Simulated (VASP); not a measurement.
The system is HfSi3.

```
CELL_PARAMETERS angstrom
0.00000 3.39339 3.39339
3.39339 0.00000 3.39339
3.39339 3.39339 0.00000
ATOMIC_POSITIONS crystal
Hf 0.50000 0.50000 0.50000
Si 0.00000 0.00000 0.00000
Si 0.75000 0.75000 0.75000
Si 0.25000 0.25000 0.25000
```

```yaml
Program: VASP 6.6.1
Task: relaxation of cell and atoms
Functional: PBE
Potentials_or_basis: VASP PAW PBE potentials, release 64 (Hf_pv, Si)
Cutoff: 600 eV
k_mesh: 4 × 4 × 4
Occupations: gaussian, width 0.1 eV
Spin: no spin polarisation
```

At the start: pressure -10.1 GPa; volume 19.54 Å³/atom.

Task: Where does the relaxation end?

Result: Over 3 steps the energy falls by 93.2 meV/atom and the volume is 16.92 Å³/atom (-13.4 %); space group Fm-3m (No. 225, to 0.05 Å).

The path:
```tsv
step	energy change (eV)	largest force (eV/Å)	pressure (GPa)	volume (Å³)
1	0.0000	0.0000	-10.07	78.15
2	-0.3392	0.0000	4.10	65.06
3	-0.3726	0.0000	0.06	67.68
```

Final structure:
```
Hf Si
1.0
     0.00000    3.23456    3.23456
     3.23456    0.00000    3.23456
     3.23456    3.23456    0.00000
Hf Si
1 3
Direct
  0.50000 0.50000 0.50000
  0.00000 0.00000 0.00000
  0.75000 0.75000 0.75000
  0.25000 0.25000 0.25000
```

Caveat: the k points lie up to 0.42 Å⁻¹ apart in the final cell.
